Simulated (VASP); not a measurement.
# PtS2 (P-3m1) in VASP: relaxation of cell and atoms with PBE

Aim: the relaxation of cell and atoms of PtS2 with PBE.

Everything below comes from runs of VASP 6.6.1. Logs are shortened: lines on timing, memory, paths and dates and some standing lists are left out, and cuts for length are marked.

### 1 The cell of the first run

The structure is trigonal, space group P-3m1 (No. 164). Conventional cell: a = 3.543 Å, b = 3.543 Å, c = 5.039 Å, α = 90.00°, β = 90.00°, γ = 120.00°. Pt (site symmetry -3m) has 6 S at 2.34 Å within 3.1 Å. Within 3.1 Å of S (site symmetry 3m) lie 3 Pt at 2.34 Å and 3 S at 3.07 Å.

### 2 Relaxation of cell and atoms, PBE

INCAR

```
SYSTEM = PtS2
  PREC = Accurate
  ENCUT = 570
  EDIFF = 1E-7
  ISMEAR = -1
  SIGMA = 0.05
  LREAL = .FALSE.
  LASPH = .TRUE.
  NELM = 120
  ALGO = Normal
  ISIF = 3
  LWAVE = .FALSE.
  LCHARG = .FALSE.
  GGA = PE
  IBRION = 2
  NSW = 80
  EDIFFG = -0.05
  GGA_COMPAT = .FALSE.
  NELMIN = 4
```

KPOINTS

```
Automatic mesh
0
G
  9 9 6
  0 0 0
```

POSCAR

```
PtS2
1.0
    3.5432000000      0.0000000000      0.0000000000
   -1.7716000000      3.0685012107      0.0000000000
    0.0000000000      0.0000000000      5.0388000000
Pt S
1 2
Direct
    0.0000000000      0.0000000000      0.0000000000
    0.3333333333      0.6666666667      0.2270000000
    0.6666666667      0.3333333333      0.7730000000
```

Potentials or basis: VASP PAW PBE potentials, release 64 (Pt_sv_GW, S).

Run with:

```sh
> cat potpaw_PBE.64/Pt_sv_GW/POTCAR potpaw_PBE.64/S/POTCAR > POTCAR
> mpirun -np 1 vasp_std > vasp.out
```

OUTCAR:

```text
SYSTEM = PtS2
   PREC = Accurate
   ENCUT = 570
   EDIFF = 1E-7
   ISMEAR = -1
   LREAL = .FALSE.
   LASPH = .TRUE.
   NELM = 120
   ISIF = 3
   GGA = PE
   IBRION = 2
   NSW = 80
   EDIFFG = -0.05
   NELMIN = 4

 ion  position               nearest neighbor table
   1  0.000  0.000  0.000-   2 2.34   3 2.34   3 2.34   2 2.34   3 2.34   2 2.34
   2  0.333  0.667  0.227-   1 2.34   1 2.34   1 2.34
   3  0.667  0.333  0.773-   1 2.34   1 2.34   1 2.34

  LATTYP: Found a hexagonal cell.
 ALAT       =     3.5432000000
 C/A-ratio  =     1.4221043125

  Lattice vectors:

 A1 = (   3.5432000000,   0.0000000000,   0.0000000000)
 A2 = (  -1.7716000000,   3.0685012107,   0.0000000000)
 A3 = (   0.0000000000,   0.0000000000,   5.0388000000)

Analysis of symmetry for initial positions (statically):
=====================================================================
 Subroutine PRICEL returns:
 Original cell was already a primitive cell.

 Routine SETGRP: Setting up the symmetry group for a
 hexagonal supercell.

 Subroutine GETGRP returns: Found 12 space group operations
 (whereof 12 operations were pure point group operations)
 out of a pool of 24 trial point group operations.

The static configuration has the point symmetry D_3d.

Analysis of symmetry for dynamics (positions and initial velocities):
=====================================================================
 Subroutine PRICEL returns:
 Original cell was already a primitive cell.

 Routine SETGRP: Setting up the symmetry group for a
 hexagonal supercell.

 Subroutine GETGRP returns: Found 12 space group operations
 (whereof 12 operations were pure point group operations)
 out of a pool of 24 trial point group operations.

The dynamic configuration has the point symmetry D_3d.

 Subroutine INISYM returns: Found 12 space group operations
 (whereof 12 operations are pure point group operations),
 and found     1 'primitive' translations

----------------------------------------------------------------------------------------

                                     Primitive cell

  volume of cell :      54.7834

  direct lattice vectors                    reciprocal lattice vectors
     3.543200000  0.000000000  0.000000000     0.282230752  0.162946001  0.000000000
    -1.771600000  3.068501211  0.000000000     0.000000000  0.325892001  0.000000000
     0.000000000  0.000000000  5.038800000     0.000000000  0.000000000  0.198459951

  length of vectors
     3.543200000  3.543200000  5.038800000     0.325892001  0.325892001  0.198459951

  position of ions in fractional coordinates (direct lattice)
     0.000000000  0.000000000  0.000000000
     0.333333333  0.666666667  0.227000000
     0.666666667  0.333333333  0.773000000

  ion indices of the primitive-cell ions
   primitive index   ion index
                 1           1
                 2           2
                 3           3

----------------------------------------------------------------------------------------

 KPOINTS: Automatic mesh

Automatic generation of k-mesh.
 Grid dimensions read from file:
 generate k-points for:    9    9    6

 Generating k-lattice:

  Cartesian coordinates                     Fractional coordinates (reciprocal lattice)
     0.031358972  0.018105111  0.000000000     0.111111111  0.000000000  0.000000000
     0.000000000  0.036210222  0.000000000     0.000000000  0.111111111  0.000000000
     0.000000000  0.000000000  0.033076658     0.000000000  0.000000000  0.166666667

  Length of vectors
     0.036210222  0.036210222  0.033076658

  Shift w.r.t. Gamma in fractional coordinates (k-lattice)
     0.000000000  0.000000000  0.000000000

 Subroutine IBZKPT returns following result:
 ===========================================

 Found     62 irreducible k-points:

 Following reciprocal coordinates:
            Coordinates               Weight
  0.000000  0.000000  0.000000      1.000000
  0.111111 -0.000000  0.000000      6.000000
  0.222222  0.000000  0.000000      6.000000
  0.333333  0.000000  0.000000      6.000000
  0.444444  0.000000  0.000000      6.000000
  0.111111  0.111111  0.000000      6.000000
[... 16 lines left out ...]
  0.222222  0.111111  0.166667     12.000000
 -0.111111  0.333333  0.166667     12.000000
 [... further k-points ...]
   k-points           NKPTS =     62   k-points in BZ     NKDIM =     62   number of bands    NBANDS=     19
   number of dos      NEDOS =    301   number of ions     NIONS =      3
   total plane-waves  NPLWV =  31360
   dimension x,y,z NGX =    28 NGY =   28 NGZ =   40
   dimension x,y,z NGXF=    56 NGYF=   56 NGZF=   80
   ions per type =               1   2
   NGX,Y,Z   is equivalent  to a cutoff of  13.14, 13.14, 13.20 a.u.
   NGXF,Y,Z  is equivalent  to a cutoff of  26.28, 26.28, 26.39 a.u.
 SYSTEM =  PtS2
   PREC   = accura    normal or accurate (medium, high low for compatibility)
   ISTART =      0    job   : 0-new  1-cont  2-samecut
   ICHARG =      2    charge: 1-file 2-atom 10-const
   ISPIN  =      1    spin polarized calculation?
   LNONCOLLINEAR =      F non collinear calculations
   LSORBIT =      F    spin-orbit coupling
   LASPH  =      T    aspherical Exc in radial PAW
   ENCUT  =  570.0 eV  41.89 Ry    6.47 a.u.   6.90  6.90  9.81*2*pi/ulx,y,z
   NELM   =    120;   NELMIN=  4; NELMDL= -5     # of ELM steps
   EDIFF  = 0.1E-06   stopping-criterion for ELM
   LREAL  =      F    real-space projection
   EDIFFG = -.5E-01   stopping-criterion for IOM
   NSW    =     80    number of steps for IOM
   IBRION =      2    ionic relax: 0-MD 1-quasi-New 2-CG
   NFREE  =      1    steps in history (QN), initial steepest desc. (CG)
   ISIF   =      3    stress and relaxation
   ISYM   =      2    0-nonsym 1-usesym 2-fastsym
   POTIM  = 0.5000    time-step for ionic-motion
   TEBEG  =    0.0;   TEEND  =   0.0 temperature during run
   PSTRESS=    0.0 pullay stress
   NELECT =      30.0000    total number of electrons
   NUPDOWN=      -1.0000    fix difference up-down
   EMIN   =  10.00;   EMAX   =-10.00  energy-range for DOS
   EFERMI =   0.00;   METHOD = LEGACY
   ISMEAR =    -1;   SIGMA  =   0.05  broadening in eV -4-tet -1-fermi 0-gaus
   EFERMI_NEDOS =   21; number of points for ismear=-14 and -15
   IALGO  =     38    algorithm
   IMIX   =      4    mixing-type and parameters
     AMIX     =   0.40;   BMIX     =  1.00
     AMIX_MAG =   1.60;   BMIX_MAG =  1.00
  volume/ion in A,a.u.               =      18.26       123.23
  Fermi-wavevector in a.u.,A,eV,Ry     =   1.339365  2.531033 24.407466  1.793898
  Thomas-Fermi vector in A             =   2.467762
   LORBIT       =      0    0 simple, 1 ext, 2 COOP (PROOUT), +10 PAW based schemes
   GGA     = PE    functional components
   LHFCALC =     F    Hartree Fock is set to
   AEXX    =    0.0000 exact exchange contribution
   IVDW    =     0    specifies the selected vdW correction
   LEPSILON=     F    determine dielectric tensor
   LRPA    =     F    only Hartree local field effects (RPA)
 conjugate gradient relaxation of ions
 non-spin polarized calculation
  energy-cutoff  :      570.00
  volume of cell :       54.78
 maximum number of plane-waves:      1708
   NGX = 13   NGY = 13   NGZ = 19

--------------------------------------- Ionic step        1  -------------------------------------------

 number of electron      29.9999999 magnetization

 Free energy of the ion-electron system (eV)
  ---------------------------------------------------
  ext. energy  EPLUGINS =         0.00000000
  ---------------------------------------------------
  free energy    TOTEN  =       -15.23690820 eV

  energy without entropy =      -15.23690452  energy(sigma->0) =      -15.23690636

------------------------ aborting loop because EDIFF is reached ----------------------------------------

  FORCE on cell =-STRESS in cart. coord.  units (eV):
  Direction    XX          YY          ZZ          XY          YZ          ZX
  --------------------------------------------------------------------------------------
  -------------------------------------------------------------------------------------
  Total        3.8647320      3.8647320      3.3403715      0.0000000      0.0000000      0.0000000
  in kB      113.0266569    113.0266569     97.6913835      0.0000000      0.0000000      0.0000000
  external PRESSURE =     107.9148991 kB  Pullay stress =       0.0000000 kB
[... 22 lines left out ...]
  energy  without entropy=      -15.2369045177  energy(sigma->0) =      -15.23690636

--------------------------------------- Ionic step        2  -------------------------------------------

 number of electron      30.0000001 magnetization

 E-fermi :   4.6493     XC(G=0):  -9.9367

 val. band max:        4.4233616133   @ k =   0.0000   0.0000   0.0000
 cond. band min:       4.9624383234   @ k =   0.0000   0.3333   0.3333
 fundamental gap:      0.5390767102
 Fermi energy:         4.6493398602

 k-point     1 :       0.0000    0.0000    0.0000
  band No.  band energies     occupation
      1     -94.5796      2.00000
      2     -48.7375      2.00000
      3     -48.7375      2.00000
      4     -48.6134      2.00000
      5      -9.5376      2.00000
      6      -7.4482      2.00000
[... 11 lines left out ...]
     18       8.6572      0.00000
     19       9.3033      0.00000
[... 573 lines left out ...]
  FREE ENERGIE OF THE ION-ELECTRON SYSTEM (eV)
  ---------------------------------------------------
  free  energy   TOTEN  =       -15.3697321465 eV

  energy  without entropy=      -15.3697192445  energy(sigma->0) =      -15.36972570

[... ionic steps 4 to 12 ...]

--------------------------------------- Ionic step       13  -------------------------------------------

 number of electron      29.9999999 magnetization

------------------------ aborting loop because EDIFF is reached ----------------------------------------

  FORCE on cell =-STRESS in cart. coord.  units (eV):
  Direction    XX          YY          ZZ          XY          YZ          ZX
  --------------------------------------------------------------------------------------
  -------------------------------------------------------------------------------------
  Total       -0.2514093     -0.2514093     -0.1189371      0.0000000      0.0000000      0.0000000
  in kB       -6.8043059     -6.8043059     -3.2189917      0.0000000      0.0000000      0.0000000
  external PRESSURE =      -5.6092012 kB  Pullay stress =       0.0000000 kB
[... 59 lines left out ...]
  energy  without entropy=      -15.3843327388  energy(sigma->0) =      -15.38433408

--------------------------------------- Ionic step       15  -------------------------------------------

 number of electron      29.9999995 magnetization

 Free energy of the ion-electron system (eV)
  ---------------------------------------------------
  ext. energy  EPLUGINS =         0.00000000
  ---------------------------------------------------
  free energy    TOTEN  =       -15.38629650 eV

  energy without entropy =      -15.38629502  energy(sigma->0) =      -15.38629576

 E-fermi :   5.7058     XC(G=0): -10.2089

 val. band max:        5.1357972226   @ k =   0.0000   0.2222   0.1667
 cond. band min:       6.2516893892   @ k =   0.0000   0.2222   0.3333
 fundamental gap:      1.1158921666
 Fermi energy:         5.7058236136

 k-point     1 :       0.0000    0.0000    0.0000
  band No.  band energies     occupation
      1     -94.0198      2.00000
      2     -48.1823      2.00000
      3     -48.1823      2.00000
      4     -48.0739      2.00000
      5      -9.4635      2.00000
      6      -6.9269      2.00000
[... 11 lines left out ...]
     18      10.4357      0.00000
     19      10.5584      0.00000
[... 536 lines left out ...]
  FREE ENERGIE OF THE ION-ELECTRON SYSTEM (eV)
  ---------------------------------------------------
  free  energy   TOTEN  =       -15.3862964953 eV

  energy  without entropy=      -15.3862950157  energy(sigma->0) =      -15.38629576

 reached required accuracy - stopping structural energy minimisation
```

Run time: 14 min. Hardware: 1 thread of Intel Xeon Platinum 8259CL at 2.50GHz (Skylake/Cascade Lake), shared host; peak memory 0.24 GiB.

What came out:

| Property | Result |
| --- | --- |
| Free energy | -15.3863 eV |
| Relaxed volume | 20.09 Å³/atom |
| Relaxed cell | a = 3.580 Å, b = 3.580 Å, c = 5.430 Å, α = 90.00°, β = 90.00°, γ = 120.00° |
| Space group after relaxing (to 0.1 Å) | P-3m1 (No. 164) |
| Energy gained by relaxing | 49.8 meV/atom |
| Ionic steps | 15 |
| Pressure after relaxing | -0.1 GPa |
| Largest force after relaxing | 0.029 eV/Å |
| Band gap on the k mesh | 1.12 eV (least direct gap 1.19 eV) |

Forces on the atoms (eV/Å):
```
Pt   0.000  0.000  0.000
S    0.000  0.000 -0.029
S    0.000  0.000  0.029
```

Step by step:
| step | energy change (eV) | largest force (eV/Å) | pressure (GPa) | volume (Å³) |
| --- | --- | --- | --- | --- |
| 1 | 0.0000 | 1.2281 | 10.79 | 54.78 |
| 2 | 0.2472 | 1.3527 | -12.95 | 65.12 |
| 3 | -0.1328 | 0.0698 | -0.53 | 58.30 |
| 4 | -0.1331 | 0.1071 | -0.18 | 58.16 |
| 5 | -0.1330 | 0.1265 | -0.01 | 58.09 |
| 6 | -0.1396 | 0.0421 | 0.12 | 58.08 |
| 7 | -0.1426 | 0.0684 | 0.25 | 58.07 |
| 8 | -0.1434 | 0.0964 | -0.11 | 58.34 |
| 9 | -0.1438 | 0.1151 | -0.31 | 58.53 |
| 10 | -0.1440 | 0.1520 | -0.70 | 58.90 |
| 11 | -0.1442 | 0.1495 | -0.69 | 58.93 |
| 12 | -0.1447 | 0.1419 | -0.65 | 59.02 |
| 13 | -0.1458 | 0.1269 | -0.56 | 59.20 |
| 14 | -0.1474 | 0.0957 | -0.41 | 59.56 |
| 15 | -0.1494 | 0.0294 | -0.06 | 60.27 |

Final structure:
```yaml
crystal:
  lattice:
    - [3.58006, 0.00000, 0.00000]
    - [-1.79003, 3.10042, 0.00000]
    - [0.00000, 0.00000, 5.42968]
  atoms:
    - { symbol: Pt, position: [0.00000, 0.00000, 0.00000] }
    - { symbol: S, position: [0.33333, 0.66667, 0.22494] }
    - { symbol: S, position: [0.66667, 0.33333, 0.77506] }
```

Caveat: spin-orbit coupling is left out, which moves the levels of the heavy elements; this functional lacks dispersion, which binds layers or chains, so the pressure and a relaxed spacing across them are unreliable; the relaxation stopped at a loose force limit of 0.05 eV/Å, so its end isn't a converged minimum. PBE usually gives volumes a little too large and moduli too small.
